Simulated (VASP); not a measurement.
Input of a VASP 6.6.1 run:

INCAR

```
SYSTEM = Rh
ALGO = Normal ; EDIFF = 1E-6
ENCUT = 520 ; ISIF = 2
ISMEAR = -1 ; LASPH = .TRUE.
LCHARG = .FALSE. ; LREAL = .FALSE.
LWAVE = .FALSE. ; NBANDS = 14
NELM = 100 ; PREC = Accurate
SIGMA = 0.03
```

Contents of KPOINTS:

```
k-points
0
G
  16 16 16
  0 0 0
```

Contents of POSCAR:

```
Rh
1.0
    0.0380310000      1.9205655000      1.9205655000
    1.9205655000      0.0380310000      1.9205655000
    1.9205655000      1.9205655000      0.0380310000
Rh
1
Direct
    0.0000000000      0.0000000000      0.0000000000
```

Potentials or basis: VASP PAW LDA potentials, release 64 (Rh_pv).

Launch:

```bash
$ cat potpaw_LDA.64/Rh_pv/POTCAR > POTCAR
$ mpirun -np 1 vasp_std > vasp.out
```

Question: Estimate the band gap on the k mesh.

Answer: Zero (an odd number of electrons rules out a gap without spin polarisation).

Question: Predict the pressure.

Answer: -10.0 GPa.

Stress tensor (GPa, compression positive):
```
-10.03  -3.74  -3.74
 -3.74 -10.03  -3.74
 -3.74  -3.74 -10.03
```

Caveat: the cell differs from its parent crystal (equal xy, yz and zx shear strains of +2 %); the cell stands under tension.
